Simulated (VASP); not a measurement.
# La2O3 (P-3m1) in VASP: notebook, part 2 of 2

VASP 6.6.1. Earlier steps stand in the parts before.

## 3. Single point, PBE+D4

This run uses another cell than the first one, of 17.01 Å³/atom, 1.030 times its volume.

Input file INCAR:

```
  PREC = Accurate
  ENCUT = 520
  EDIFF = 1E-6
  ISMEAR = 0
  SIGMA = 0.01
  LREAL = F
  LASPH = T
  NELM = 80
  ALGO = Normal
  ISIF = 2
  LWAVE = F
  LCHARG = F
  GGA = PE
  IVDW = 13
  NBANDS = 28
```

Input file KPOINTS:

```
Automatic mesh
0
Gamma
  6 6 4
```

Input file POSCAR:

```
La2O3
1.0
    3.9825046950      0.0000000000      0.0000000000
   -1.9912523475      3.4489496240      0.0000000000
    0.0000000000      0.0000000000      6.1923836708
La O
2 3
Direct
    0.6666666667      0.3333333333      0.7537640000
    0.3333333333      0.6666666667      0.2462360000
    0.6666666667      0.3333333333      0.3541090000
    0.3333333333      0.6666666667      0.6458910000
    0.0000000000      0.0000000000      0.0000000000
```

Potentials or basis: VASP PAW PBE potentials, release 64 (La, O).

Run with:

```
$ cat potpaw_PBE.64/La/POTCAR potpaw_PBE.64/O/POTCAR > POTCAR
$ mpirun -np 1 vasp_std > vasp.out
```

OUTCAR:

```text
PREC = Accurate
   ENCUT = 520
   EDIFF = 1E-6
   ISMEAR = 0
   LREAL = F
   LASPH = T
   NELM = 80
   ISIF = 2
   GGA = PE
   IVDW = 13

 ion  position               nearest neighbor table
   1  0.667  0.333  0.754-   4 2.39   4 2.39   4 2.39   3 2.47   5 2.76   5 2.76   5 2.76
   2  0.333  0.667  0.246-   3 2.39   3 2.39   3 2.39   4 2.47   5 2.76   5 2.76   5 2.76
   3  0.667  0.333  0.354-   2 2.39   2 2.39   2 2.39   1 2.47
   4  0.333  0.667  0.646-   1 2.39   1 2.39   1 2.39   2 2.47
   5  0.000  0.000  0.000-   2 2.76   1 2.76   2 2.76   1 2.76   1 2.76   2 2.76

  LATTYP: Found a hexagonal cell.
 ALAT       =     3.9825046950
 C/A-ratio  =     1.5548967660

  Lattice vectors:

 A1 = (   3.9825046950,   0.0000000000,   0.0000000000)
 A2 = (  -1.9912523475,   3.4489496240,   0.0000000000)
 A3 = (   0.0000000000,   0.0000000000,   6.1923836708)

Analysis of symmetry for initial positions (statically):
=====================================================================
 Subroutine PRICEL returns:
 Original cell was already a primitive cell.
[... 175 lines left out ...]

 E-fermi :   5.6664     XC(G=0): -10.2811

 val. band max:        5.5969397359   @ k =   0.5000   0.0000   0.5000
 cond. band min:       9.3962127851   @ k =   0.5000   0.0000   0.0000
 fundamental gap:      3.7992730492
 Fermi energy:         5.6663523464

 k-point     1 :       0.0000    0.0000    0.0000
  band No.  band energies     occupation
      1     -24.3549      2.00000
      2     -24.1526      2.00000
      3     -11.1824      2.00000
      4      -9.9759      2.00000
      5      -9.5737      2.00000
      6      -7.8297      2.00000
[... 733 lines left out ...]
     27      10.7676      0.00000
     28      10.7947      0.00000

------------------------ aborting loop because EDIFF is reached ----------------------------------------

  DFT-D4 for vdW energy calculation

  Edisp (eV):   -1.24216

  FORCE on cell =-STRESS in cart. coord.  units (eV):
  Direction    XX          YY          ZZ          XY          YZ          ZX
  --------------------------------------------------------------------------------------
  -------------------------------------------------------------------------------------
  Total      -3.42383    -3.42383    -2.56623     0.00000     0.00000    -0.00000
  in kB     -64.49436   -64.49434   -48.33984     0.00000     0.00000    -0.00000
  external pressure =      -59.11 kB  Pullay stress =        0.00 kB

 VOLUME and BASIS-vectors are now :
 -----------------------------------------------------------------------------
  energy-cutoff  :      520.00
  volume of cell :       85.06
      direct lattice vectors                 reciprocal lattice vectors
     3.982504695  0.000000000  0.000000000     0.251098260  0.144971674  0.000000000
    -1.991252347  3.448949624  0.000000000     0.000000000  0.289943348  0.000000000
     0.000000000  0.000000000  6.192383671     0.000000000  0.000000000  0.161488702

 POSITION                                       TOTAL-FORCE (eV/Angst)
 -----------------------------------------------------------------------------------
      1.99125      1.14965      4.66760         0.000000     -0.000000     -0.319955
     -0.00000      2.29930      1.52479         0.000000      0.000000      0.319955
      1.99125      1.14965      2.19278        -0.000000      0.000000     -0.063296
     -0.00000      2.29930      3.99960         0.000000     -0.000000      0.063296
      0.00000      0.00000      0.00000         0.000000      0.000000      0.000000
 -----------------------------------------------------------------------------------
    total drift:                               -0.000000      0.000000      0.000000

  FREE ENERGIE OF THE ION-ELECTRON SYSTEM (eV)
  ---------------------------------------------------
  free  energy   TOTEN  =       -43.0430883979 eV

  energy  without entropy=      -43.0430883979  energy(sigma->0) =      -43.04308840
```

OSZICAR:

```text
N       E                     dE             d eps       ncg     rms          rms(c)
DAV:   1     0.478804378798E+03    0.47880E+03   -0.15405E+04  1408   0.217E+03
DAV:   2     0.849950068717E+02   -0.39381E+03   -0.37337E+03  1768   0.346E+02
DAV:   3    -0.330520919556E+02   -0.11805E+03   -0.11412E+03  2184   0.201E+02
DAV:   4    -0.466164077103E+02   -0.13564E+02   -0.13523E+02  2276   0.729E+01
DAV:   5    -0.475280409472E+02   -0.91163E+00   -0.91094E+00  2360   0.200E+01    0.147E+01
DAV:   6    -0.418614041689E+02    0.56666E+01   -0.51480E+01  2152   0.374E+01    0.759E+00
DAV:   7    -0.417985336570E+02    0.62871E-01   -0.56584E+00  2576   0.209E+01    0.342E+00
DAV:   8    -0.417995819744E+02   -0.10483E-02   -0.59910E-01  2272   0.576E+00    0.121E+00
DAV:   9    -0.417967449056E+02    0.28371E-02   -0.10101E-01  2456   0.241E+00    0.357E-01
DAV:  10    -0.417994453409E+02   -0.27004E-02   -0.28827E-02  2296   0.990E-01    0.181E-01
DAV:  11    -0.418007433552E+02   -0.12980E-02   -0.10108E-02  2472   0.694E-01    0.137E-01
DAV:  12    -0.418008881507E+02   -0.14480E-03   -0.30811E-03  2128   0.331E-01    0.607E-02
DAV:  13    -0.418009204954E+02   -0.32345E-04   -0.13641E-03  2448   0.234E-01    0.253E-02
DAV:  14    -0.418009228855E+02   -0.23900E-05   -0.18920E-04  2200   0.957E-02    0.108E-02
DAV:  15    -0.418009232072E+02   -0.32178E-06   -0.29486E-05  2208   0.413E-02    0.327E-03
DAV:  16    -0.418009238922E+02   -0.68494E-06   -0.96133E-06  2096   0.177E-02
   1 F= -.43043088E+02 E0= -.43043088E+02  d E =-.139764E-24
```

stdout:

```text
POSCAR found type information on POSCAR LaO
 POSCAR found :  2 types and       5 ions
 scaLAPACK will be used
 LDA part: xc-table for (Slater+PW92), standard interpolation
 POSCAR, INCAR and KPOINTS ok, starting setup
 FFT: planning ... GRIDC
 FFT: planning ... GRID_SOFT
 FFT: planning ... GRID
 WAVECAR not read
 entering main loop
```

Run time: 43 s. Hardware: 1 thread of AMD EPYC 9R45 (Zen 5), shared host; peak memory 0.2 GiB.

What came out:

| Property | Result |
| --- | --- |
| Free energy | -43.0431 eV |
| Pressure | -5.9 GPa |
| Largest force | 0.320 eV/Å |
| Band gap on the k mesh | 3.80 eV, indirect (least direct gap 3.98 eV) |
| Dispersion energy per atom | -0.248 eV |

Forces on the atoms (eV/Å):
```
La   0.000  0.000 -0.320
La   0.000  0.000  0.320
O    0.000  0.000 -0.063
O    0.000  0.000  0.063
O    0.000  0.000  0.000
```

Stress tensor (GPa, compression positive):
```
-6.45  0.00  0.00
 0.00 -6.45  0.00
 0.00  0.00 -4.83
```

Caveat: spin-orbit coupling is left out, which moves the levels of the heavy elements.

## 4. Single point, PBE+D4

This run uses another cell than the first one, of 17.50 Å³/atom, 1.059 times its volume.

Input file INCAR:

```
SYSTEM = La2O3
PREC = Accurate
ENCUT = 520
EDIFF = 1E-6
ISMEAR = 0
SIGMA = 0.01
LREAL = .FALSE.
LASPH = .TRUE.
NELM = 80
ALGO = Normal
ISIF = 2
LWAVE = .FALSE.
LCHARG = .FALSE.
GGA = PE
IVDW = 13
NBANDS = 28
```

Input file KPOINTS:

```
regular mesh
0
G
  6 6 4
  0 0 0
```

Edit POSCAR of step 3 so:

```diff
@@ -2,5 +2,5 @@
 1.0
-    3.9825046950      0.0000000000      0.0000000000
-   -1.9912523475      3.4489496240      0.0000000000
-    0.0000000000      0.0000000000      6.1923836708
+    4.0204355941      0.0000000000      0.0000000000
+   -2.0102177970      3.4817987403      0.0000000000
+    0.0000000000      0.0000000000      6.2513623030
 La O
```

Run with:

```
$ cat potpaw_PBE.64/La/POTCAR potpaw_PBE.64/O/POTCAR > POTCAR
$ mpirun -np 1 vasp_std > vasp.out
```

Wall time 47 s (1 thread of AMD EPYC 9R45 (Zen 5), shared host); peak memory 0.2 GiB.

The run converged. Its results:

* Free energy: -42.9318 eV
* Pressure: -8.8 GPa
* Largest force: 0.500 eV/Å
* Band gap on the k mesh: 3.75 eV, indirect (least direct gap 3.98 eV)
* Dispersion energy per atom: -0.241 eV

Forces on the atoms (eV/Å):
```
La   0.000  0.000 -0.500
La   0.000  0.000  0.500
O    0.000  0.000 -0.091
O    0.000  0.000  0.091
O    0.000  0.000  0.000
```

Stress tensor (GPa, compression positive):
```
-9.59  0.00  0.00
 0.00 -9.59  0.00
 0.00  0.00 -7.27
```

Levels at points of the mesh, in eV from the valence-band top:
| k point | band 16 | band 17 | band 18 | band 19 | band 20 | band 21 | band 22 | band 23 | band 24 | band 25 |
| --- | --- | --- | --- | --- | --- | --- | --- | --- | --- | --- |
| (0.00, 0.00, 0.00) | -1.91 | -1.50 | -0.30 | -0.30 | -0.03 | 4.12 | 4.41 | 4.41 | 4.77 | 5.01 |
| (0.50, 0.00, 0.00) | -0.73 | -0.65 | -0.59 | -0.43 | -0.23 | 3.75 | 4.48 | 4.84 | 4.88 | 4.92 |
| (0.00, 0.00, 0.50) | -1.68 | -0.90 | -0.67 | -0.24 | -0.24 | 4.46 | 4.49 | 4.49 | 4.69 | 5.03 |
| (0.50, 0.00, 0.50) | -0.96 | -0.92 | -0.59 | -0.37 | 0.00 | 4.20 | 4.44 | 4.76 | 4.86 | 4.92 |

Caveat: spin-orbit coupling is left out, which moves the levels of the heavy elements. A k mesh can miss the band edges.

## 5. The runs side by side

```tsv
cell	gap on the mesh (eV)	pressure (GPa)	largest force (eV/Å)
a = 3.944, b = 3.944, c = 6.132 Å, angles 90.0, 90.0, 120.0°, 5 atoms	3.84	-2.5	0.12
a = 3.983, b = 3.983, c = 6.192 Å, angles 90.0, 90.0, 120.0°, 5 atoms	3.80	-5.9	0.32
a = 4.020, b = 4.020, c = 6.251 Å, angles 90.0, 90.0, 120.0°, 5 atoms	3.75	-8.8	0.50
```

Alike in all rows: task single point; level PBE+D4; potentials or basis VASP PAW PBE potentials, release 64 (La, O); no spin polarisation; k mesh 6 × 6 × 4; cutoff (eV) 520; smearing gaussian 0.01 eV.

Caveats: spin-orbit coupling is left out, which moves the levels of the heavy elements.

Total energies depend on the potentials used, so only differences within one code and one set of settings carry meaning.
